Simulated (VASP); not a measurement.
Here is a VASP 6.6.1 calculation.

File INCAR:

```
  PREC = Accurate
  ENCUT = 520
  EDIFF = 1E-7
  ISMEAR = 0
  SIGMA = 0.1
  LREAL = F
  LASPH = T
  NELM = 60
  ALGO = Normal
  ISIF = 2
  LWAVE = F
  LCHARG = F
  GGA = PE
  NBANDS = 46
```

KPOINTS

```
Automatic mesh
0
Gamma
  4 4 4
```

Contents of POSCAR:

```
BW5
1.0
    0.0000000000      3.5384214100      3.5384214100
    3.5384214100      0.0000000000      3.5384214100
    3.5384214100      3.5384214100      0.0000000000
B W
1 5
Direct
    0.0000000000      0.0000000000      0.0000000000
    0.2500000000      0.2500000000      0.2500000000
    0.6237722100      0.1286833600      0.6237722100
    0.6237722100      0.6237722100      0.1286833600
    0.6237722100      0.6237722100      0.6237722100
    0.1286833600      0.6237722100      0.6237722100
```

Potentials or basis: VASP PAW PBE potentials, release 64 (B, W_sv).

Command:

```sh
$ cat potpaw_PBE.64/B/POTCAR potpaw_PBE.64/W_sv/POTCAR > POTCAR
$ mpirun -np 1 vasp_std > vasp.out
```

Problem. Estimate the largest force.

Solution. 2.032 eV/Å.

Problem. What does it give for the pressure?

Solution. 31.0 GPa.

Forces in eV/Å, atoms in the order of the input:
```
B    0.000  0.000  0.000
W    0.000  0.000  0.000
W   -1.173  1.173 -1.173
W   -1.173 -1.173  1.173
W    1.173  1.173  1.173
W    1.173 -1.173 -1.173
```

Caveat: the k points lie up to 0.38 Å⁻¹ apart; forces of over 1 eV/Å act on the atoms, so gaps and moduli don't describe the material at rest.
